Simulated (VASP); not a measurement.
# CdS (Hawleyite) (F-43m) in VASP: a series of runs

Aim: see how the results for CdS (Hawleyite) move with the level of theory and the settings. Levels: PBEsol, LDA, PBE0. Tasks: single point.

Everything below comes from runs of VASP 6.6.1. Logs are shortened: lines on timing, memory, paths and dates and some standing lists are left out, and cuts for length are marked.

**1. The cell of the first run**

Symmetry: F-43m, No. 216, cubic system. Conventional cell: a = 5.825 Å, b = 5.825 Å, c = 5.825 Å, α = 90.00°, β = 90.00°, γ = 90.00°. Cd (site symmetry -43m) has 4 S at 2.52 Å within 3.3 Å. S (site symmetry -43m) has 4 Cd at 2.52 Å within 3.3 Å.

**2. Single point, PBEsol**

INCAR

```
PREC = Accurate ; ENCUT = 520
EDIFF = 1E-7 ; ISMEAR = 0
SIGMA = 0.02 ; LREAL = False
LASPH = True ; NELM = 80
ALGO = Normal ; ISIF = 2
LWAVE = False ; LCHARG = False
GGA = PS ; NBANDS = 16
```

KPOINTS

```
regular mesh
0
Gamma
  8 8 8
```

POSCAR

```
CdS
1.0
    0.0000000000      2.9122812256      2.9122812256
    2.9122812256      0.0000000000      2.9122812256
    2.9122812256      2.9122812256      0.0000000000
Cd S
1 1
Direct
    0.0000000000      0.0000000000      0.0000000000
    0.2500000000      0.2500000000      0.2500000000
```

Potentials or basis: VASP PAW PBE potentials, release 64 (Cd, S).

On the command line:

```console
> cat potpaw_PBE.64/Cd/POTCAR potpaw_PBE.64/S/POTCAR > POTCAR
> mpirun -np 1 vasp_std > vasp.out
```

OUTCAR:

```text
PREC = Accurate
   ENCUT = 520
   EDIFF = 1E-7
   ISMEAR = 0
   LREAL = False
   LASPH = True
   NELM = 80
   ISIF = 2
   GGA = PS

 ion  position               nearest neighbor table
   1  0.000  0.000  0.000-   2 2.52   2 2.52   2 2.52   2 2.52
   2  0.250  0.250  0.250-   1 2.52   1 2.52   1 2.52   1 2.52

  LATTYP: Found a face centered cubic cell.
 ALAT       =     5.8245624512

  Lattice vectors:

 A1 = (   0.0000000000,   2.9122812256,   2.9122812256)
 A2 = (   2.9122812256,   0.0000000000,   2.9122812256)
 A3 = (   2.9122812256,   2.9122812256,   0.0000000000)

Analysis of symmetry for initial positions (statically):
[... 5 lines left out ...]
 face centered cubic supercell.

 Subroutine GETGRP returns: Found 24 space group operations
 (whereof 24 operations were pure point group operations)
 out of a pool of 48 trial point group operations.

The static configuration has the point symmetry T_d .

Analysis of symmetry for dynamics (positions and initial velocities):
[... 5 lines left out ...]
 face centered cubic supercell.

 Subroutine GETGRP returns: Found 24 space group operations
 (whereof 24 operations were pure point group operations)
 out of a pool of 48 trial point group operations.

The dynamic configuration has the point symmetry T_d .

 Subroutine INISYM returns: Found 24 space group operations
 (whereof 24 operations are pure point group operations),
 and found     1 'primitive' translations

----------------------------------------------------------------------------------------

                                     Primitive cell

  volume of cell :      49.4003

  direct lattice vectors                    reciprocal lattice vectors
     0.000000000  2.912281226  2.912281226    -0.171686716  0.171686716  0.171686716
     2.912281226  0.000000000  2.912281226     0.171686716 -0.171686716  0.171686716
     2.912281226  2.912281226  0.000000000     0.171686716  0.171686716 -0.171686716

  length of vectors
     4.118587607  4.118587607  4.118587607     0.297370115  0.297370115  0.297370115

  position of ions in fractional coordinates (direct lattice)
     0.000000000  0.000000000  0.000000000
     0.250000000  0.250000000  0.250000000

  ion indices of the primitive-cell ions
   primitive index   ion index
                 1           1
                 2           2

----------------------------------------------------------------------------------------

 KPOINTS: regular mesh

Automatic generation of k-mesh.
 Grid dimensions read from file:
 generate k-points for:    8    8    8

 Generating k-lattice:

  Cartesian coordinates                     Fractional coordinates (reciprocal lattice)
    -0.021460840  0.021460840  0.021460840     0.125000000  0.000000000  0.000000000
     0.021460840 -0.021460840  0.021460840     0.000000000  0.125000000  0.000000000
     0.021460840  0.021460840 -0.021460840     0.000000000  0.000000000  0.125000000

  Length of vectors
     0.037171264  0.037171264  0.037171264

  Shift w.r.t. Gamma in fractional coordinates (k-lattice)
     0.000000000  0.000000000  0.000000000

 Subroutine IBZKPT returns following result:
 ===========================================

 Found     29 irreducible k-points:

 Following reciprocal coordinates:
            Coordinates               Weight
  0.000000  0.000000  0.000000      1.000000
  0.125000  0.000000  0.000000      8.000000
  0.250000  0.000000  0.000000      8.000000
  0.375000  0.000000  0.000000      8.000000
  0.500000  0.000000  0.000000      4.000000
  0.125000  0.125000  0.000000      6.000000
[... 16 lines left out ...]
  0.500000  0.250000  0.125000     48.000000
 -0.375000  0.250000  0.125000     24.000000
 [... further k-points ...]
   k-points           NKPTS =     29   k-points in BZ     NKDIM =     29   number of bands    NBANDS=     16
   number of dos      NEDOS =    301   number of ions     NIONS =      2
   total plane-waves  NPLWV =  32768
   dimension x,y,z NGX =    32 NGY =   32 NGZ =   32
   dimension x,y,z NGXF=    64 NGYF=   64 NGZF=   64
   ions per type =               1   1
   NGX,Y,Z   is equivalent  to a cutoff of  12.92, 12.92, 12.92 a.u.
   NGXF,Y,Z  is equivalent  to a cutoff of  25.83, 25.83, 25.83 a.u.
 SYSTEM =  unknown system
   PREC   = accura    normal or accurate (medium, high low for compatibility)
   ISTART =      0    job   : 0-new  1-cont  2-samecut
   ICHARG =      2    charge: 1-file 2-atom 10-const
   ISPIN  =      1    spin polarized calculation?
   LNONCOLLINEAR =      F non collinear calculations
   LSORBIT =      F    spin-orbit coupling
   LASPH  =      T    aspherical Exc in radial PAW
   ENCUT  =  520.0 eV  38.22 Ry    6.18 a.u.   7.66  7.66  7.66*2*pi/ulx,y,z
   NELM   =     80;   NELMIN=  2; NELMDL= -5     # of ELM steps
   EDIFF  = 0.1E-06   stopping-criterion for ELM
   LREAL  =      F    real-space projection
   EDIFFG = 0.1E-05   stopping-criterion for IOM
   NSW    =      0    number of steps for IOM
   IBRION =     -1    ionic relax: 0-MD 1-quasi-New 2-CG
   NFREE  =      0    steps in history (QN), initial steepest desc. (CG)
   ISIF   =      2    stress and relaxation
   ISYM   =      2    0-nonsym 1-usesym 2-fastsym
   POTIM  = 0.5000    time-step for ionic-motion
   TEBEG  =    0.0;   TEEND  =   0.0 temperature during run
   PSTRESS=    0.0 pullay stress
   NELECT =      18.0000    total number of electrons
   NUPDOWN=      -1.0000    fix difference up-down
   EMIN   =  10.00;   EMAX   =-10.00  energy-range for DOS
   EFERMI =   0.00;   METHOD = LEGACY
   ISMEAR =     0;   SIGMA  =   0.02  broadening in eV -4-tet -1-fermi 0-gaus
   EFERMI_NEDOS =   21; number of points for ismear=-14 and -15
   IALGO  =     38    algorithm
   IMIX   =      4    mixing-type and parameters
     AMIX     =   0.40;   BMIX     =  1.00
     AMIX_MAG =   1.60;   BMIX_MAG =  1.00
  volume/ion in A,a.u.               =      24.70       166.68
  Fermi-wavevector in a.u.,A,eV,Ry     =   1.169290  2.209638 18.602428  1.367240
  Thomas-Fermi vector in A             =   2.305765
   LORBIT       =      0    0 simple, 1 ext, 2 COOP (PROOUT), +10 PAW based schemes
   GGA     = PS    functional components
   LHFCALC =     F    Hartree Fock is set to
   AEXX    =    0.0000 exact exchange contribution
   IVDW    =     0    specifies the selected vdW correction
   LEPSILON=     F    determine dielectric tensor
   LRPA    =     F    only Hartree local field effects (RPA)
 non-spin polarized calculation
 Gauss-broadening in eV      SIGMA  =   0.02
  energy-cutoff  :      520.00
  volume of cell :       49.40
 maximum number of plane-waves:      1363
   NGX = 15   NGY = 15   NGZ = 15

 number of electron      18.0000004 magnetization

 Free energy of the ion-electron system (eV)
  ---------------------------------------------------
  ext. energy  EPLUGINS =         0.00000000
  ---------------------------------------------------
  free energy    TOTEN  =        -6.81313791 eV

  energy without entropy =       -6.81313791  energy(sigma->0) =       -6.81313791

 E-fermi :   1.4083     XC(G=0):  -9.3986

 val. band max:        1.2493044953   @ k =   0.0000   0.0000   0.0000
 cond. band min:       2.2665990979   @ k =   0.0000   0.0000   0.0000
 fundamental gap:      1.0172946026
 Fermi energy:         1.4083314148

 k-point     1 :       0.0000    0.0000    0.0000
  band No.  band energies     occupation
      1     -11.1624      2.00000
      2      -6.4961      2.00000
      3      -6.4961      2.00000
      4      -6.4961      2.00000
      5      -6.0018      2.00000
      6      -6.0018      2.00000
[... 8 lines left out ...]
     15      12.7020      0.00000
     16      12.7020      0.00000

 k-point     2 :       0.1250    0.0000    0.0000
  band No.  band energies     occupation
      1     -11.0980      2.00000
      2      -6.4730      2.00000
      3      -6.4730      2.00000
      4      -6.4435      2.00000
      5      -6.0030      2.00000
      6      -6.0030      2.00000
[... 8 lines left out ...]
     15      12.0637      0.00000
     16      13.0584      0.00000

 k-point     3 :       0.2500    0.0000    0.0000
  band No.  band energies     occupation
      1     -10.9413      2.00000
      2      -6.4230      2.00000
      3      -6.4230      2.00000
      4      -6.2514      2.00000
      5      -5.9977      2.00000
      6      -5.9977      2.00000
[... 8 lines left out ...]
     15      11.8170      0.00000
     16      12.3739      0.00000

 k-point     4 :       0.3750    0.0000    0.0000
  band No.  band energies     occupation
      1     -10.7843      2.00000
      2      -6.3845      2.00000
      3      -6.3845      2.00000
      4      -5.9772      2.00000
      5      -5.9772      2.00000
      6      -5.8884      2.00000
[... 8 lines left out ...]
     15      12.6881      0.00000
     16      12.6881      0.00000

 k-point     5 :       0.5000    0.0000    0.0000
  band No.  band energies     occupation
      1     -10.7197      2.00000
      2      -6.3728      2.00000
      3      -6.3728      2.00000
      4      -5.9633      2.00000
      5      -5.9633      2.00000
      6      -5.6171      2.00000
[... 8 lines left out ...]
     15      13.7647      0.00000
     16      13.7647      0.00000

 k-point     6 :       0.1250    0.1250    0.0000
  band No.  band energies     occupation
      1     -11.0767      2.00000
      2      -6.4548      2.00000
      3      -6.4509      2.00000
      4      -6.4509      2.00000
      5      -6.0188      2.00000
      6      -5.9887      2.00000
[... 8 lines left out ...]
     15      12.8039      0.00000
     16      13.7268      0.00000
[... 267 lines left out ...]
 k-point    21 :       0.5000    0.5000    0.0000
  band No.  band energies     occupation
      1     -10.5831      2.00000
      2      -6.2837      2.00000
      3      -6.1374      2.00000
      4      -6.1374      2.00000
      5      -5.9118      2.00000
      6      -5.5537      2.00000
[... 8 lines left out ...]
     15      13.6011      0.00000
     16      14.7128      0.00000

 k-point    22 :       0.3750    0.2500    0.1250
  band No.  band energies     occupation
      1     -10.8262      2.00000
      2      -6.3705      2.00000
      3      -6.3432      2.00000
      4      -6.1820      2.00000
      5      -5.9968      2.00000
      6      -5.9414      2.00000
[... 8 lines left out ...]
     15      13.2137      0.00000
     16      14.9904      0.00000

 k-point    23 :       0.5000    0.2500    0.1250
  band No.  band energies     occupation
      1     -10.7028      2.00000
      2      -6.3339      2.00000
      3      -6.3066      2.00000
      4      -6.0732      2.00000
      5      -5.9678      2.00000
      6      -5.7117      2.00000
[... 8 lines left out ...]
     15      13.9884      0.00000
     16      14.3019      0.00000

 k-point    24 :      -0.3750    0.2500    0.1250
  band No.  band energies     occupation
      1     -10.6524      2.00000
      2      -6.3293      2.00000
      3      -6.2890      2.00000
      4      -6.0303      2.00000
      5      -5.9749      2.00000
      6      -5.4996      2.00000
[... 8 lines left out ...]
     15      13.4473      0.00000
     16      14.3831      0.00000

 [... further k-points ...]
[... 5 lines left out ...]
  --------------------------------------------------------------------------------------
  -------------------------------------------------------------------------------------
  Total        0.1211297      0.1211297      0.1211297      0.0000000      0.0000000     -0.0000000
  in kB        3.9285423      3.9285423      3.9285423      0.0000000      0.0000000     -0.0000000
  external PRESSURE =       3.9285423 kB  Pullay stress =       0.0000000 kB

 VOLUME and BASIS-vectors are now :
 -----------------------------------------------------------------------------
  energy-cutoff  :      520.00
  volume of cell :       49.40
      direct lattice vectors                 reciprocal lattice vectors
     0.000000000  2.912281226  2.912281226    -0.171686716  0.171686716  0.171686716
     2.912281226  0.000000000  2.912281226     0.171686716 -0.171686716  0.171686716
     2.912281226  2.912281226  0.000000000     0.171686716  0.171686716 -0.171686716

 POSITION                                       TOTAL-FORCE (eV/Angst)
 -----------------------------------------------------------------------------------
      0.00000      0.00000      0.00000         0.000000      0.000000     -0.000000
      1.45614      1.45614      1.45614        -0.000000     -0.000000      0.000000
 -----------------------------------------------------------------------------------
    total drift:                               -0.000000     -0.000000     -0.000000

  FREE ENERGIE OF THE ION-ELECTRON SYSTEM (eV)
  ---------------------------------------------------
  free  energy   TOTEN  =        -6.8131379107 eV

  energy  without entropy=       -6.8131379107  energy(sigma->0) =       -6.81313791
```

It took 25 s on 1 thread of AMD EPYC 7R43 (Zen 3), shared host; peak memory 0.15 GiB.

Results:

```yaml
Free_energy: -6.8131 eV
Pressure: 0.4 GPa
Band_gap_on_the_k_mesh: 1.02 eV, direct
```

Levels at points of the mesh, in eV from the valence-band top:
```csv
k point,band 7,band 8,band 9,band 10,band 11,band 12
"(0.00, 0.00, 0.00)",0.00,0.00,0.00,1.02,6.44,6.44
"(0.50, 0.00, 0.00)",-4.51,-0.77,-0.77,2.90,6.91,6.91
"(0.50, 0.50, 0.00)",-4.03,-1.93,-1.93,3.38,4.26,9.10
```

Caveat: the PAW data sets were made with another functional, which shifts forces and pressure a little.

(Continued in part 2 of 2.)
